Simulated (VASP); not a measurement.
The system is TiC3.

```
Ti C
1.0
     3.93693    0.00000    0.00000
     0.00000    3.93693    0.00000
     0.00000    0.00000    3.93693
Ti C
1 3
Direct
  0.50000 0.50000 0.50000
  0.50000 0.00000 0.00000
  0.00000 0.50000 0.00000
  0.00000 0.00000 0.50000
```

```yaml
Program: VASP 6.6.1
Task: relaxation of cell and atoms
Functional: PBE
Potentials_or_basis: VASP PAW PBE potentials, release 64 (Ti_sv, C)
Cutoff: 600 eV
k_mesh: 4 × 4 × 4
Occupations: gaussian, width 0.1 eV
Spin: no spin polarisation
```

At the start: pressure -36.2 GPa; volume 15.26 Å³/atom.

Problem. Where does the relaxation end?

Solution. Over 3 steps the energy falls by 1375.2 meV/atom and the volume is 8.18 Å³/atom (-46.4 %); space group Pm-3m (No. 221, to 0.05 Å).

The path:
```csv
step,energy change (eV),largest force (eV/Å),pressure (GPa),volume (Å³)
1,0.0000,0.0000,-36.24,61.02
2,-5.3700,0.0000,-14.73,35.34
3,-5.5007,0.0000,-0.27,32.72
```

Final structure:
```cif
data_structure
_symmetry_space_group_name_H-M 'P 1'
_symmetry_Int_Tables_number 1
_cell_length_a 3.1984
_cell_length_b 3.1984
_cell_length_c 3.1984
_cell_angle_alpha 90.000
_cell_angle_beta 90.000
_cell_angle_gamma 90.000
_cell_volume 32.72
loop_
_atom_site_label
_atom_site_type_symbol
_atom_site_fract_x
_atom_site_fract_y
_atom_site_fract_z
_atom_site_occupancy
Ti1 Ti 0.50000 0.50000 0.50000 1
C1 C 0.50000 0.00000 0.00000 1
C2 C 0.00000 0.50000 0.00000 1
C3 C 0.00000 0.00000 0.50000 1
```

Caveat: the k points lie up to 0.49 Å⁻¹ apart in the final cell; the volume moved by over 15 % at a fixed basis, so the end points are rough.
